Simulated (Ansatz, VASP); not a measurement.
**Zr3SnSe in VASP and in Ansatz**

```xyz
5
Lattice="4.9822 0.0000 0.0000 0.0000 4.9822 0.0000 0.0000 0.0000 4.9822" Properties=species:S:1:pos:R:3 pbc="T T T"
Zr    0.0000    2.4911    2.4911
Zr    2.4911    0.0000    2.4911
Zr    2.4911    2.4911    0.0000
Sn    0.0000    0.0000    0.0000
Se    2.4911    2.4911    2.4911
```

Alike in both runs: task relaxation of cell and atoms; functional PBE; k mesh 8 × 8 × 8; occupations gaussian, width 0.1 eV; no spin polarisation.

|  | VASP | Ansatz |
| --- | --- | --- |
| version | VASP 6.6.1 | Ansatz 0.2.0 |
| potentials or method | VASP PAW PBE potentials, release 64 (Zr_sv, Sn_d, Se), cutoff 600 eV | scalar-relativistic, plane waves, PAW |
| valence electrons in the cell | 56 | 66 |

Ansatz gave:

- gap on the k mesh at the Fermi level, each at its own relaxed structure (eV): none
- relaxed volume (Å³/atom): 24.73
- relaxed length of the cell vector where the two differ most in proportion (Å): 4.982

Problem. Estimate VASP's values.

Solution. gap on the k mesh at the Fermi level, each at its own relaxed structure (eV): none; relaxed volume (Å³/atom): 24.78; relaxed length of the cell vector where the two differ most in proportion (Å): 4.985.

A gap of «none» marks a metal or a gap that the smearing closes. VASP's potentials hold 56 valence electrons a cell and Ansatz's 66, so a difference there can come from the potentials and not from the codes.
